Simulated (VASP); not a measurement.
**GaP: single point with PBEsol**

The system is GaP.

```
Ga P
1.0
     0.00000    2.54426    2.54426
     2.54426    0.00000    2.54426
     2.54426    2.54426    0.00000
Ga P
1 1
Direct
  0.00000 0.00000 0.00000
  0.50000 0.50000 0.50000
```

| Property | Result |
| --- | --- |
| Program | VASP 6.6.1 |
| Task | single point |
| Functional | PBEsol |
| Potentials or basis | VASP PAW PBE potentials, release 64 (Ga_d, P) |
| Cutoff | 520 eV |
| k mesh | 6 × 6 × 6 |
| Occupations | fermi-dirac, width 0.03 eV |
| Spin | no spin polarisation |
| Dipole correction | no |
| Further INCAR settings | ALGO = Normal; EDIFF = 1e-06; NBANDS = 16 |

```yaml
Pressure: 0.1 GPa
Band_gap_on_the_k_mesh: zero (band 9 reaches 7.40 eV, above the bottom of band 10 at 3.99 eV)
```

Levels at points of the mesh, in eV from the Fermi level:
```tsv
k point	band 6	band 7	band 8	band 9	band 10	band 11	band 12	band 13
(0.00, 0.00, 0.00)	-13.60	-0.03	-0.03	-0.03	1.80	6.99	6.99	6.99
(0.50, 0.00, 0.00)	-10.65	-8.14	0.16	0.16	2.92	2.92	3.10	5.39
(0.50, 0.50, 0.00)	-9.45	-6.20	-3.17	-2.85	-2.85	3.15	11.22	11.22
```

It took 5.4 s on 1 thread of AMD EPYC 9R45 96-Core Processor (Zen 5), with other jobs on the host, peak memory 0.12 GiB.

Caveat: the PAW data sets were made with another functional, which shifts forces and pressure a little.
